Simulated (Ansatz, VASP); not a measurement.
## CuPt2: VASP beside Ansatz

```xyz
3
Lattice="4.4219 0.0000 0.0000 -2.2110 3.8295 0.0000 0.0000 0.0000 2.7001" Properties=species:S:1:pos:R:3 pbc="T T T"
Cu    0.0000    0.0000    0.0000
Pt    0.0000    2.5530    1.3500
Pt    2.2110    1.2765    1.3500
```

Alike in both runs: functional PBE; k mesh 12 × 12 × 18; occupations gaussian, width 0.1 eV; no spin polarisation.

Ansatz relaxed the structure, and its values are those at the end. VASP's run is a single point on that final structure, the one shown.

|  | VASP | Ansatz |
| --- | --- | --- |
| version | VASP 6.6.1 | Ansatz 0.2.0 |
| potentials or method | VASP PAW PBE potentials, release 64 (Cu, Pt), cutoff 520 eV | scalar-relativistic, plane waves, PAW |
| valence electrons in the cell | 31 | 55 |

```tsv
	VASP	Ansatz	Ansatz less VASP
gap on the k mesh at the Fermi level (eV)	none	none	-
pressure (GPa)	-0.3	0.0	+0.25
```

A gap of «none» marks a metal or a gap that the smearing closes. With one functional, cell and mesh, what is left measures potentials, basis and numerics. VASP's potentials hold 31 valence electrons a cell and Ansatz's 55, so a difference there can come from the potentials and not from the codes.

Neither program's run includes spin-orbit coupling.
